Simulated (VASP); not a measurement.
# MgS (F-43m) in VASP: settings compared

Aim: see how the results for MgS move with the level of theory and the settings. Levels: SVWN5, HSE06. Tasks: single point.

All numbers are computed with VASP 6.6.1; they aren't measurements. Logs are shortened: lines on timing, memory, paths and dates and some standing lists are left out, and cuts for length are marked.

### Step 1. The cell of the first run

It takes space group F-43m (No. 216, cubic). The conventional cell has a = 5.666 Å, b = 5.666 Å, c = 5.666 Å, α = 90.00°, β = 90.00°, γ = 90.00°. S (site symmetry -43m) has 4 Mg at 2.45 Å within 3.2 Å. Within 3.2 Å of Mg (site symmetry -43m) lie 4 S at 2.45 Å.

### Step 2. Single point, SVWN5

Contents of INCAR:

```
SYSTEM = MgS
  PREC = Accurate
  ENCUT = 600
  EDIFF = 1E-6
  ISMEAR = -1
  SIGMA = 0.025
  LREAL = .False.
  LASPH = .True.
  NELM = 120
  ALGO = Normal
  ISIF = 2
  LWAVE = .False.
  LCHARG = .False.
  GGA = VW
  NBANDS = 11
  GGA_COMPAT = .False.
```

Contents of KPOINTS:

```
regular mesh
0
Gamma
  8 8 8
  0 0 0
```

Contents of POSCAR:

```
MgS
1.0
    0.0000000000      2.8331200450      2.8331200450
    2.8331200450      0.0000000000      2.8331200450
    2.8331200450      2.8331200450      0.0000000000
S Mg
1 1
Direct
    0.7500000000      0.7500000000      0.7500000000
    0.0000000000      0.0000000000      0.0000000000
```

Potentials or basis: VASP PAW PBE potentials, release 64 (S, Mg).

Run with:

```
> cat potpaw_PBE.64/S/POTCAR potpaw_PBE.64/Mg/POTCAR > POTCAR
> mpirun -np 1 vasp_std > vasp.out
```

OUTCAR:

```text
SYSTEM = MgS
   PREC = Accurate
   ENCUT = 600
   EDIFF = 1E-6
   ISMEAR = -1
   LREAL = .False.
   LASPH = .True.
   NELM = 120
   ISIF = 2
   GGA = VW

 ion  position               nearest neighbor table
   1  0.750  0.750  0.750-   2 2.45   2 2.45   2 2.45   2 2.45
   2  0.000  0.000  0.000-   1 2.45   1 2.45   1 2.45   1 2.45

  LATTYP: Found a face centered cubic cell.
 ALAT       =     5.6662400900

  Lattice vectors:

 A1 = (   0.0000000000,   2.8331200450,   2.8331200450)
 A2 = (   2.8331200450,   0.0000000000,   2.8331200450)
 A3 = (   2.8331200450,   2.8331200450,   0.0000000000)

Analysis of symmetry for initial positions (statically):
=====================================================================
 Subroutine PRICEL returns:
 Original cell was already a primitive cell.

 Routine SETGRP: Setting up the symmetry group for a
 face centered cubic supercell.

 Subroutine GETGRP returns: Found 24 space group operations
 (whereof 24 operations were pure point group operations)
 out of a pool of 48 trial point group operations.

The static configuration has the point symmetry T_d .

Analysis of symmetry for dynamics (positions and initial velocities):
=====================================================================
 Subroutine PRICEL returns:
 Original cell was already a primitive cell.

 Routine SETGRP: Setting up the symmetry group for a
 face centered cubic supercell.

 Subroutine GETGRP returns: Found 24 space group operations
 (whereof 24 operations were pure point group operations)
 out of a pool of 48 trial point group operations.

The dynamic configuration has the point symmetry T_d .

 Subroutine INISYM returns: Found 24 space group operations
 (whereof 24 operations are pure point group operations),
 and found     1 'primitive' translations

----------------------------------------------------------------------------------------

                                     Primitive cell

  volume of cell :      45.4805

  direct lattice vectors                    reciprocal lattice vectors
     0.000000000  2.833120045  2.833120045    -0.176483874  0.176483874  0.176483874
     2.833120045  0.000000000  2.833120045     0.176483874 -0.176483874  0.176483874
     2.833120045  2.833120045  0.000000000     0.176483874  0.176483874 -0.176483874

  length of vectors
     4.006636791  4.006636791  4.006636791     0.305679036  0.305679036  0.305679036

  position of ions in fractional coordinates (direct lattice)
     0.750000000  0.750000000  0.750000000
     0.000000000  0.000000000  0.000000000

  ion indices of the primitive-cell ions
   primitive index   ion index
                 1           1
                 2           2

----------------------------------------------------------------------------------------

 KPOINTS: regular mesh

Automatic generation of k-mesh.
 Grid dimensions read from file:
 generate k-points for:    8    8    8

 Generating k-lattice:

  Cartesian coordinates                     Fractional coordinates (reciprocal lattice)
    -0.022060484  0.022060484  0.022060484     0.125000000  0.000000000  0.000000000
     0.022060484 -0.022060484  0.022060484     0.000000000  0.125000000  0.000000000
     0.022060484  0.022060484 -0.022060484     0.000000000  0.000000000  0.125000000

  Length of vectors
     0.038209879  0.038209879  0.038209879

  Shift w.r.t. Gamma in fractional coordinates (k-lattice)
     0.000000000  0.000000000  0.000000000

 Subroutine IBZKPT returns following result:
 ===========================================

 Found     29 irreducible k-points:

 Following reciprocal coordinates:
            Coordinates               Weight
  0.000000  0.000000  0.000000      1.000000
  0.125000  0.000000  0.000000      8.000000
  0.250000  0.000000  0.000000      8.000000
  0.375000  0.000000  0.000000      8.000000
  0.500000  0.000000  0.000000      4.000000
  0.125000  0.125000  0.000000      6.000000
[... 16 lines left out ...]
  0.500000  0.250000  0.125000     48.000000
 -0.375000  0.250000  0.125000     24.000000
 [... further k-points ...]
   k-points           NKPTS =     29   k-points in BZ     NKDIM =     29   number of bands    NBANDS=     11
   number of dos      NEDOS =    301   number of ions     NIONS =      2
   total plane-waves  NPLWV =  32768
   dimension x,y,z NGX =    32 NGY =   32 NGZ =   32
   dimension x,y,z NGXF=    64 NGYF=   64 NGZF=   64
   ions per type =               1   1
   NGX,Y,Z   is equivalent  to a cutoff of  13.28, 13.28, 13.28 a.u.
   NGXF,Y,Z  is equivalent  to a cutoff of  26.56, 26.56, 26.56 a.u.
 SYSTEM =  MgS
   PREC   = accura    normal or accurate (medium, high low for compatibility)
   ISTART =      0    job   : 0-new  1-cont  2-samecut
   ICHARG =      2    charge: 1-file 2-atom 10-const
   ISPIN  =      1    spin polarized calculation?
   LNONCOLLINEAR =      F non collinear calculations
   LSORBIT =      F    spin-orbit coupling
   LASPH  =      T    aspherical Exc in radial PAW
   ENCUT  =  600.0 eV  44.10 Ry    6.64 a.u.   8.00  8.00  8.00*2*pi/ulx,y,z
   NELM   =    120;   NELMIN=  2; NELMDL= -5     # of ELM steps
   EDIFF  = 0.1E-05   stopping-criterion for ELM
   LREAL  =      F    real-space projection
[... 7 lines left out ...]
   TEBEG  =    0.0;   TEEND  =   0.0 temperature during run
   PSTRESS=    0.0 pullay stress
   NELECT =       8.0000    total number of electrons
   NUPDOWN=      -1.0000    fix difference up-down
   EMIN   =  10.00;   EMAX   =-10.00  energy-range for DOS
   EFERMI =   0.00;   METHOD = LEGACY
   ISMEAR =    -1;   SIGMA  =   0.03  broadening in eV -4-tet -1-fermi 0-gaus
   EFERMI_NEDOS =   21; number of points for ismear=-14 and -15
   IALGO  =     38    algorithm
   IMIX   =      4    mixing-type and parameters
     AMIX     =   0.40;   BMIX     =  1.00
     AMIX_MAG =   1.60;   BMIX_MAG =  1.00
  volume/ion in A,a.u.               =      22.74       153.46
  Fermi-wavevector in a.u.,A,eV,Ry     =   0.917269  1.733386 11.447692  0.841382
  Thomas-Fermi vector in A             =   2.042218
   LORBIT       =      0    0 simple, 1 ext, 2 COOP (PROOUT), +10 PAW based schemes
   GGA     = VW    functional components
   LHFCALC =     F    Hartree Fock is set to
   AEXX    =    0.0000 exact exchange contribution
   IVDW    =     0    specifies the selected vdW correction
   LEPSILON=     F    determine dielectric tensor
   LRPA    =     F    only Hartree local field effects (RPA)
 non-spin polarized calculation
  energy-cutoff  :      600.00
  volume of cell :       45.48
 maximum number of plane-waves:      1540
   NGX = 17   NGY = 17   NGZ = 17

 number of electron       8.0000000 magnetization

 Free energy of the ion-electron system (eV)
  ---------------------------------------------------
  ext. energy  EPLUGINS =         0.00000000
  ---------------------------------------------------
  free energy    TOTEN  =        -9.33709213 eV

  energy without entropy =       -9.33709213  energy(sigma->0) =       -9.33709213

 E-fermi :   1.3300     XC(G=0):  -8.7417

 val. band max:        0.8446693407   @ k =   0.0000   0.0000   0.0000
 cond. band min:       4.0258178142   @ k =   0.0000   0.0000   0.0000
 fundamental gap:      3.1811484734
 Fermi energy:         1.3299957013

 k-point     1 :       0.0000    0.0000    0.0000
  band No.  band energies     occupation
      1     -10.4014      2.00000
      2       0.8447      2.00000
      3       0.8447      2.00000
      4       0.8447      2.00000
      5       4.0258      0.00000
      6       8.6430      0.00000
      7       8.6430      0.00000
      8       8.6430      0.00000
      9      11.6222      0.00000
     10      11.6222      0.00000
     11      14.1950      0.00000

 k-point     2 :       0.1250    0.0000    0.0000
  band No.  band energies     occupation
      1     -10.3124      2.00000
      2       0.1322      2.00000
      3       0.7903      2.00000
      4       0.7903      2.00000
      5       4.7096      0.00000
      6       8.4387      0.00000
      7       8.8200      0.00000
      8       8.8200      0.00000
      9      11.1299      0.00000
     10      11.1299      0.00000
     11      13.6604      0.00000

 k-point     3 :       0.2500    0.0000    0.0000
  band No.  band energies     occupation
      1     -10.0816      2.00000
      2      -1.0643      2.00000
      3       0.6676      2.00000
      4       0.6676      2.00000
      5       5.5720      0.00000
      6       8.4466      0.00000
      7       8.8572      0.00000
      8       8.8572      0.00000
      9      11.1634      0.00000
     10      11.1634      0.00000
     11      12.8018      0.00000

 k-point     4 :       0.3750    0.0000    0.0000
  band No.  band energies     occupation
      1      -9.8227      2.00000
      2      -2.0032      2.00000
      3       0.5555      2.00000
      4       0.5555      2.00000
      5       5.7503      0.00000
      6       8.5011      0.00000
      7       8.5011      0.00000
      8       8.9793      0.00000
      9      12.4695      0.00000
     10      12.4695      0.00000
     11      12.7987      0.00000
[... 239 lines left out ...]
 k-point    22 :       0.3750    0.2500    0.1250
  band No.  band energies     occupation
      1      -9.9029      2.00000
      2      -1.2734      2.00000
      3      -0.0214      2.00000
      4       0.4586      2.00000
      5       6.3358      0.00000
      6       7.5956      0.00000
      7       8.2650      0.00000
      8       9.8911      0.00000
      9      10.4301      0.00000
     10      13.1266      0.00000
     11      15.0734      0.00000

 k-point    23 :       0.5000    0.2500    0.1250
  band No.  band energies     occupation
      1      -9.6878      2.00000
      2      -1.7810      2.00000
      3      -0.3804      2.00000
      4       0.2784      2.00000
      5       6.6270      0.00000
      6       7.4194      0.00000
      7       8.5642      0.00000
      8       9.7421      0.00000
      9      11.5480      0.00000
     10      14.1242      0.00000
     11      14.8276      0.00000

 k-point    24 :      -0.3750    0.2500    0.1250
  band No.  band energies     occupation
      1      -9.5921      2.00000
      2      -2.0002      2.00000
      3      -0.4879      2.00000
      4       0.1819      2.00000
      5       6.7132      0.00000
      6       7.1292      0.00000
      7       9.4011      0.00000
      8       9.5506      0.00000
      9      12.0551      0.00000
     10      13.4989      0.00000
     11      14.9530      0.00000

 [... further k-points ...]
[... 5 lines left out ...]
  --------------------------------------------------------------------------------------
  -------------------------------------------------------------------------------------
  Total       -0.6063850     -0.6063850     -0.6063850      0.0000000      0.0000000      0.0000000
  in kB      -21.3616178    -21.3616178    -21.3616178      0.0000000      0.0000000      0.0000000
  external PRESSURE =     -21.3616178 kB  Pullay stress =       0.0000000 kB

 VOLUME and BASIS-vectors are now :
 -----------------------------------------------------------------------------
  energy-cutoff  :      600.00
  volume of cell :       45.48
      direct lattice vectors                 reciprocal lattice vectors
     0.000000000  2.833120045  2.833120045    -0.176483874  0.176483874  0.176483874
     2.833120045  0.000000000  2.833120045     0.176483874 -0.176483874  0.176483874
     2.833120045  2.833120045  0.000000000     0.176483874  0.176483874 -0.176483874

 POSITION                                       TOTAL-FORCE (eV/Angst)
 -----------------------------------------------------------------------------------
      4.24968      4.24968      4.24968        -0.000000      0.000000      0.000000
      0.00000      0.00000      0.00000         0.000000     -0.000000     -0.000000
 -----------------------------------------------------------------------------------
    total drift:                                0.000000      0.000000      0.000000

  FREE ENERGIE OF THE ION-ELECTRON SYSTEM (eV)
  ---------------------------------------------------
  free  energy   TOTEN  =        -9.3370921338 eV

  energy  without entropy=       -9.3370921337  energy(sigma->0) =       -9.33709213
```

It took 18 s on 1 thread of Intel Xeon 8259CL, shared host; peak memory 0.16 GiB.

Results:

| Quantity | Value |
| --- | --- |
| Free energy | -9.3371 eV |
| Pressure | -2.1 GPa |
| Band gap on the k mesh | 3.18 eV |

Caveat: the PAW data sets were made with another functional, which shifts forces and pressure a little. A k mesh can miss the band edges.

### Step 3. Single point, HSE06

This run uses another cell than the first one, of 21.38 Å³/atom.

Contents of POSCAR:

```
MgS
1.0
    0.0000000000      2.7752850422      2.7752850422
    2.7752850422      0.0000000000      2.7752850422
    2.7752850422      2.7752850422      0.0000000000
S Mg
1 1
Direct
    0.2500000000      0.2500000000      0.2500000000
    0.0000000000      0.0000000000      0.0000000000
```

Contents of INCAR.step1:

```
SYSTEM = MgS
PREC     = Accurate       ! precision mode
ENCUT    = 520            ! plane-wave cutoff, eV
EDIFF    = 1E-5           ! SCF threshold, eV
ISMEAR   = -1             ! smearing method
SIGMA    = 0.05           ! smearing width, eV
LREAL    = .False.        ! projectors in reciprocal space
LASPH    = .True.         ! aspherical terms in the spheres
NELM     = 80             ! most SCF steps
ALGO     = Normal         ! electronic algorithm
ISIF     = 2              ! what is computed and relaxed
LWAVE    = .True.         ! write WAVECAR
LCHARG   = .False.        ! write CHGCAR
NBANDS   = 11             ! bands
GGA      = PE             ! functional
```

Contents of INCAR.step2:

```
SYSTEM = MgS
PREC     = Accurate       ! precision mode
ENCUT    = 520            ! plane-wave cutoff, eV
EDIFF    = 1E-7           ! SCF threshold, eV
ISMEAR   = -1             ! smearing method
SIGMA    = 0.05           ! smearing width, eV
LREAL    = .False.        ! projectors in reciprocal space
LASPH    = .True.         ! aspherical terms in the spheres
NELM     = 80             ! most SCF steps
ALGO     = Normal         ! electronic algorithm
ISIF     = 2              ! what is computed and relaxed
LWAVE    = .False.        ! write WAVECAR
LCHARG   = .False.        ! write CHGCAR
GGA      = PE             ! functional
LHFCALC  = .True.         ! exact exchange
HFSCREEN = 0.2079         ! screening, 1/A
PRECFOCK = Normal       
NBANDS   = 11             ! bands
ISTART   = 1
```

Contents of KPOINTS:

```
regular mesh
0
Gamma
  6 6 6
  0 0 0
```

Potentials or basis: VASP PAW PBE potentials, release 64 (S, Mg).

Run with:

```
> cat potpaw_PBE.64/S/POTCAR potpaw_PBE.64/Mg/POTCAR > POTCAR
> cp INCAR.step1 INCAR
> mpirun -np 1 vasp_std > vasp.out
> cp INCAR.step2 INCAR
> mpirun -np 1 vasp_std > vasp.out
```

It took 17 min on 1 thread of Intel Xeon Platinum 8259CL at 2.50GHz (Skylake/Cascade Lake), shared host; peak memory 0.29 GiB.

The run converged. Its results:

```yaml
Free_energy: -9.8163 eV
Pressure: 3.9 GPa
Band_gap_on_the_k_mesh: 4.81 eV (least direct gap 4.84 eV)
```

Levels at points of the mesh, in eV from the valence-band top:
| k point | band 1 | band 2 | band 3 | band 4 | band 5 | band 6 | band 7 | band 8 |
| --- | --- | --- | --- | --- | --- | --- | --- | --- |
| (0.00, 0.00, 0.00) | -12.64 | 0.00 | 0.00 | 0.00 | 4.84 | 9.35 | 9.35 | 9.35 |
| (0.50, 0.00, 0.00) | -11.79 | -3.62 | -0.38 | -0.38 | 6.46 | 8.93 | 8.93 | 10.15 |
| (0.50, 0.50, 0.00) | -11.52 | -3.24 | -1.21 | -1.21 | 4.81 | 6.83 | 13.27 | 14.27 |

Caveat: the cell stands under pressure; the PAW data sets were made with another functional, which shifts forces and pressure a little. A k mesh can miss the band edges.
